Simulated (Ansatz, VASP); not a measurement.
One calculation of Au, two programs

File INCAR:

```
SYSTEM = Au
ALGO     = Fast           ! electronic algorithm
EDIFF    = 1E-7           ! SCF threshold, eV
ENCUT    = 520            ! plane-wave cutoff, eV
ISIF     = 2              ! what is computed and relaxed
ISMEAR   = -1             ! smearing method
LASPH    = .TRUE.         ! aspherical terms in the spheres
LCHARG   = .FALSE.        ! write CHGCAR
LREAL    = .FALSE.        ! projectors in reciprocal space
LWAVE    = .FALSE.        ! write WAVECAR
NBANDS   = 12             ! bands
NELM     = 100            ! most SCF steps
PREC     = Accurate       ! precision mode
SIGMA    = 0.05           ! smearing width, eV
```

The input KPOINTS:

```
k-points
0
G
  11 11 11
  0 0 0
```

Contents of POSCAR:

```
Au
1.0
    0.0000000000      2.0617793868      2.0617793868
    2.0617793868      0.0000000000      2.0617793868
    2.0617793868      2.0617793868      0.0000000000
Au
1
Direct
    0.0000000000      0.0000000000      0.0000000000
```

File input.yaml:

```yaml
crystal:
  lattice:
    - [0.0, 2.0617793868, 2.0617793868]
    - [2.0617793868, 0.0, 2.0617793868]
    - [2.0617793868, 2.0617793868, 0.0]
  atoms:
    - { symbol: Au, position: [0.0, 0.0, 0.0] }
hamiltonian:
  xc: lda
  pseudopotentials: { kind: paw }
kpoints:
  mp_grid: { grid: [11, 11, 11] }
scf:
  occupations: { method: fermi_dirac, width: 0.05 }
output:
  forces: true
  stress: true
  eigenvalues: true
```

Alike in both runs: task single point; functional LDA; k mesh 11 × 11 × 11; occupations fermi-dirac, width 0.05 eV; no spin polarisation.

|  | VASP | Ansatz |
| --- | --- | --- |
| version | VASP 6.6.1 | Ansatz 0.2.0 |
| potentials or method | VASP PAW LDA potentials, release 64 (Au) | Ansatz PAW |
| plane-wave cutoff (eV) | 520 | 420 |
| valence electrons in the cell | 11 | 19 |

Ansatz gave:

* gap on the k mesh at the Fermi level (eV): none
* pressure (GPa): -9.3

Question: Which values does VASP return?

Answer: gap on the k mesh at the Fermi level (eV): none; pressure (GPa): -8.9.

LDA's correlation is that of Perdew and Zunger in VASP and of Perdew and Wang (1992) in Ansatz. A gap of «none» marks a metal or a gap that the smearing closes. VASP's potentials hold 11 valence electrons a cell and Ansatz's 19, so a difference there can come from the potentials and not from the codes.

Spin-orbit coupling is off throughout.
